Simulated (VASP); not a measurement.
# Mg (Fm-3m) in VASP: a series of runs, part 2 of 2

VASP 6.6.1.

### Step 4. Single point, PBE

This run uses another cell than the first one, of 16.34 Å³/atom.

Input file INCAR:

```
  ALGO = Normal
  EDIFF = 1E-6
  ENCUT = 600
  GGA = PE
  GGA_COMPAT = F
  ISIF = 2
  ISMEAR = -1
  LASPH = T
  LCHARG = F
  LREAL = F
  LWAVE = F
  NBANDS = 7
  NELM = 120
  PREC = Accurate
  SIGMA = 0.1
```

Input file KPOINTS:

```
k-points
0
Gamma
  16 16 16
```

Input file POSCAR:

```
Mg
1.0
    0.0000000000      2.0141513953      2.0141513953
    2.0141513953      0.0000000000      2.0141513953
    2.0141513953      2.0141513953      0.0000000000
Mg
1
Direct
    0.0000000000      0.0000000000      0.0000000000
```

Potentials or basis: VASP PAW PBE potentials, release 64 (Mg).

The run is started by

```sh
cat potpaw_PBE.64/Mg/POTCAR > POTCAR
mpirun -np 1 vasp_std > vasp.out
```

OUTCAR:

```text
EDIFF = 1E-6
   ENCUT = 600
   GGA = PE
   ISIF = 2
   ISMEAR = -1
   LASPH = T
   LREAL = F
   NELM = 120
   PREC = Accurate

 ion  position               nearest neighbor table
   1  0.000  0.000  0.000-

  LATTYP: Found a face centered cubic cell.
 ALAT       =     4.0283027906

  Lattice vectors:

 A1 = (   0.0000000000,   2.0141513953,   2.0141513953)
 A2 = (   2.0141513953,   0.0000000000,   2.0141513953)
 A3 = (   2.0141513953,   2.0141513953,   0.0000000000)

Analysis of symmetry for initial positions (statically):
=====================================================================
 Subroutine PRICEL returns:
 Original cell was already a primitive cell.

 Routine SETGRP: Setting up the symmetry group for a
 face centered cubic supercell.

 Subroutine GETGRP returns: Found 48 space group operations
 (whereof 48 operations were pure point group operations)
 out of a pool of 48 trial point group operations.

The static configuration has the point symmetry O_h .

Analysis of symmetry for dynamics (positions and initial velocities):
=====================================================================
 Subroutine PRICEL returns:
 Original cell was already a primitive cell.

 Routine SETGRP: Setting up the symmetry group for a
 face centered cubic supercell.

 Subroutine GETGRP returns: Found 48 space group operations
 (whereof 48 operations were pure point group operations)
 out of a pool of 48 trial point group operations.

The dynamic configuration has the point symmetry O_h .

 Subroutine INISYM returns: Found 48 space group operations
 (whereof 48 operations are pure point group operations),
 and found     1 'primitive' translations

----------------------------------------------------------------------------------------

                                     Primitive cell

  volume of cell :      16.3420

  direct lattice vectors                    reciprocal lattice vectors
     0.000000000  2.014151395  2.014151395    -0.248243504  0.248243504  0.248243504
     2.014151395  0.000000000  2.014151395     0.248243504 -0.248243504  0.248243504
     2.014151395  2.014151395  0.000000000     0.248243504  0.248243504 -0.248243504

  length of vectors
     2.848440220  2.848440220  2.848440220     0.429970362  0.429970362  0.429970362

  position of ions in fractional coordinates (direct lattice)
     0.000000000  0.000000000  0.000000000

  ion indices of the primitive-cell ions
   primitive index   ion index
                 1           1

----------------------------------------------------------------------------------------

 KPOINTS: k-points

Automatic generation of k-mesh.
 Grid dimensions read from file:
 generate k-points for:   16   16   16

 Generating k-lattice:

  Cartesian coordinates                     Fractional coordinates (reciprocal lattice)
    -0.015515219  0.015515219  0.015515219     0.062500000  0.000000000  0.000000000
     0.015515219 -0.015515219  0.015515219     0.000000000  0.062500000  0.000000000
     0.015515219  0.015515219 -0.015515219     0.000000000  0.000000000  0.062500000

  Length of vectors
     0.026873148  0.026873148  0.026873148

  Shift w.r.t. Gamma in fractional coordinates (k-lattice)
     0.000000000  0.000000000  0.000000000

 Subroutine IBZKPT returns following result:
 ===========================================

 Found    145 irreducible k-points:

 Following reciprocal coordinates:
            Coordinates               Weight
  0.000000  0.000000  0.000000      1.000000
  0.062500  0.000000  0.000000      8.000000
  0.125000  0.000000  0.000000      8.000000
  0.187500  0.000000  0.000000      8.000000
  0.250000  0.000000  0.000000      8.000000
  0.312500  0.000000  0.000000      8.000000
[... 16 lines left out ...]
 -0.125000  0.062500  0.000000     24.000000
 -0.062500  0.062500  0.000000     12.000000
 [... further k-points ...]
   k-points           NKPTS =    145   k-points in BZ     NKDIM =    145   number of bands    NBANDS=      7
   number of dos      NEDOS =    301   number of ions     NIONS =      1
   total plane-waves  NPLWV =  13824
   dimension x,y,z NGX =    24 NGY =   24 NGZ =   24
   dimension x,y,z NGXF=    48 NGYF=   48 NGZF=   48
   ions per type =               1
   NGX,Y,Z   is equivalent  to a cutoff of  14.01, 14.01, 14.01 a.u.
   NGXF,Y,Z  is equivalent  to a cutoff of  28.01, 28.01, 28.01 a.u.
 SYSTEM =  unknown system
   PREC   = accura    normal or accurate (medium, high low for compatibility)
   ISTART =      0    job   : 0-new  1-cont  2-samecut
   ICHARG =      2    charge: 1-file 2-atom 10-const
   ISPIN  =      1    spin polarized calculation?
   LNONCOLLINEAR =      F non collinear calculations
   LSORBIT =      F    spin-orbit coupling
   LASPH  =      T    aspherical Exc in radial PAW
   ENCUT  =  600.0 eV  44.10 Ry    6.64 a.u.   5.69  5.69  5.69*2*pi/ulx,y,z
   NELM   =    120;   NELMIN=  2; NELMDL= -5     # of ELM steps
   EDIFF  = 0.1E-05   stopping-criterion for ELM
   LREAL  =      F    real-space projection
   EDIFFG = 0.1E-04   stopping-criterion for IOM
   NSW    =      0    number of steps for IOM
   IBRION =     -1    ionic relax: 0-MD 1-quasi-New 2-CG
   NFREE  =      0    steps in history (QN), initial steepest desc. (CG)
   ISIF   =      2    stress and relaxation
   ISYM   =      2    0-nonsym 1-usesym 2-fastsym
   POTIM  = 0.5000    time-step for ionic-motion
   TEBEG  =    0.0;   TEEND  =   0.0 temperature during run
   PSTRESS=    0.0 pullay stress
   NELECT =       2.0000    total number of electrons
   NUPDOWN=      -1.0000    fix difference up-down
   EMIN   =  10.00;   EMAX   =-10.00  energy-range for DOS
   EFERMI =   0.00;   METHOD = LEGACY
   ISMEAR =    -1;   SIGMA  =   0.10  broadening in eV -4-tet -1-fermi 0-gaus
   EFERMI_NEDOS =   21; number of points for ismear=-14 and -15
   IALGO  =     38    algorithm
   IMIX   =      4    mixing-type and parameters
     AMIX     =   0.40;   BMIX     =  1.00
     AMIX_MAG =   1.60;   BMIX_MAG =  1.00
  volume/ion in A,a.u.               =      16.34       110.28
  Fermi-wavevector in a.u.,A,eV,Ry     =   0.812798  1.535966  8.988565  0.660641
  Thomas-Fermi vector in A             =   1.922407
   LORBIT       =      0    0 simple, 1 ext, 2 COOP (PROOUT), +10 PAW based schemes
   GGA     = PE    functional components
   LHFCALC =     F    Hartree Fock is set to
   AEXX    =    0.0000 exact exchange contribution
   IVDW    =     0    specifies the selected vdW correction
   LEPSILON=     F    determine dielectric tensor
   LRPA    =     F    only Hartree local field effects (RPA)
 non-spin polarized calculation
  energy-cutoff  :      600.00
  volume of cell :       16.34
 maximum number of plane-waves:       560
   NGX = 11   NGY = 11   NGZ = 11

 number of electron       2.0000000 magnetization

 Free energy of the ion-electron system (eV)
  ---------------------------------------------------
  ext. energy  EPLUGINS =         0.00000000
  ---------------------------------------------------
  free energy    TOTEN  =        -1.11861189 eV

  energy without entropy =       -1.10598154  energy(sigma->0) =       -1.11229672

 E-fermi :   4.6538     XC(G=0):  -9.6134

 val. band max:        4.6350883642   @ k =  -0.4375   0.4375   0.0000
 cond. band min:       4.6671085506   @ k =  -0.3125   0.3750   0.1875
 fundamental gap:      0.0320201865
 Fermi energy:         4.6537642567

 k-point     1 :       0.0000    0.0000    0.0000
  band No.  band energies     occupation
      1      -3.8443      2.00000
      2      19.3121      0.00000
      3      19.3121      0.00000
      4      19.3121      0.00000
      5      22.1004      0.00000
      6      23.2965      0.00000
      7      23.2965      0.00000
[... 221 lines left out ...]
 k-point    24 :      -0.0625    0.0625    0.0000
  band No.  band energies     occupation
      1      -3.5533      2.00000
      2      16.6490      0.00000
      3      17.9698      0.00000
      4      19.5954      0.00000
      5      22.9791      0.00000
      6      23.1551      0.00000
      7      23.6536      0.00000

 [... further k-points ...]

------------------------ aborting loop because EDIFF is reached ----------------------------------------

  FORCE on cell =-STRESS in cart. coord.  units (eV):
  Direction    XX          YY          ZZ          XY          YZ          ZX
  --------------------------------------------------------------------------------------
  -------------------------------------------------------------------------------------
  Total        2.4617483      2.4617483      2.4617483     -0.0000000      0.0000000     -0.0000000
  in kB      241.3503262    241.3503262    241.3503262     -0.0000000      0.0000000     -0.0000000
  external PRESSURE =     241.3503262 kB  Pullay stress =       0.0000000 kB

 VOLUME and BASIS-vectors are now :
 -----------------------------------------------------------------------------
  energy-cutoff  :      600.00
  volume of cell :       16.34
      direct lattice vectors                 reciprocal lattice vectors
     0.000000000  2.014151395  2.014151395    -0.248243504  0.248243504  0.248243504
     2.014151395  0.000000000  2.014151395     0.248243504 -0.248243504  0.248243504
     2.014151395  2.014151395  0.000000000     0.248243504  0.248243504 -0.248243504

 POSITION                                       TOTAL-FORCE (eV/Angst)
 -----------------------------------------------------------------------------------
      0.00000      0.00000      0.00000         0.000000      0.000000     -0.000000
 -----------------------------------------------------------------------------------
    total drift:                                0.000000      0.000000     -0.000000

  FREE ENERGIE OF THE ION-ELECTRON SYSTEM (eV)
  ---------------------------------------------------
  free  energy   TOTEN  =        -1.1186118899 eV

  energy  without entropy=       -1.1059815409  energy(sigma->0) =       -1.11229672
```

stdout:

```text
POSCAR found type information on POSCAR Mg
 POSCAR found :  1 types and       1 ions
 scaLAPACK will be used
 LDA part: xc-table for (Slater+PW92), standard interpolation
 POSCAR, INCAR and KPOINTS ok, starting setup
 FFT: planning ... GRIDC
 FFT: planning ... GRID_SOFT
 FFT: planning ... GRID
 WAVECAR not read
 entering main loop
```

Wall time 22 s (1 thread of Intel Xeon 8259CL, shared host); peak memory 0.15 GiB.

Results:

| Property | Result |
| --- | --- |
| Free energy | -1.1186 eV |
| Pressure | 24.1 GPa |
| Band gap on the k mesh | zero (bands 1 and 2 overlap by 2.95 eV) |

Caveat: the cell stands under pressure.

### Step 5. Single point, PBE

This run uses another cell than the first one, of 23.14 Å³/atom.

Input file INCAR:

```
SYSTEM = Mg
PREC = Accurate
ENCUT = 600
EDIFF = 1E-6
ISMEAR = -1
SIGMA = 0.1
LREAL = .False.
LASPH = .True.
NELM = 120
ALGO = Normal
ISIF = 2
LWAVE = .False.
LCHARG = .False.
GGA = PE
NBANDS = 7
GGA_COMPAT = .False.
```

Input file KPOINTS:

```
regular mesh
0
Gamma
  15 15 15
  0 0 0
```

Input file POSCAR:

```
Mg
1.0
    0.0000000000      2.2616255506      2.2616255506
    2.2616255506      0.0000000000      2.2616255506
    2.2616255506      2.2616255506      0.0000000000
Mg
1
Direct
    0.0000000000      0.0000000000      0.0000000000
```

The run is started by

```sh
cat potpaw_PBE.64/Mg/POTCAR > POTCAR
mpirun -np 1 vasp_std > vasp.out
```

Run time: 34 s. Hardware: 1 thread of Intel Xeon 8259CL, shared host; peak memory 0.17 GiB.

It converged, with:

* Free energy: -1.5006 eV
* Pressure: -0.1 GPa
* Band gap on the k mesh: zero (bands 1 and 2 overlap by 2.22 eV)

Levels at points of the mesh, in eV from the Fermi level:
```tsv
k point	band 1	band 2	band 3	band 4	band 5	band 6
(0.00, 0.00, 0.00)	-6.86	12.34	12.34	12.34	14.23	14.23
```

### Step 6. Summary

| cell | k mesh | gap on the mesh (eV) | pressure (GPa) |
| --- | --- | --- | --- |
| a = 2.851 Å, angles 60.0°, 1 atom | 16 × 16 × 16 | none | 23.9 |
| a = 2.849 Å, angles 60.0°, 1 atom | 16 × 16 × 16 | none | 24.1 |
| a = 2.848 Å, angles 60.0°, 1 atom | 16 × 16 × 16 | none | 24.1 |
| a = 3.198 Å, angles 60.0°, 1 atom | 15 × 15 × 15 | none | -0.1 |

Alike in all rows: task single point; level PBE; potentials or basis VASP PAW PBE potentials, release 64 (Mg); no spin polarisation; cutoff (eV) 600; smearing fermi-dirac 0.1 eV.

Caveats: the cell stands under pressure (at least some runs).

Total energies depend on the potentials used, so only differences within one code and one set of settings carry meaning.

The gap in the log of VASP goes by the Fermi energy; the results here count the filled bands.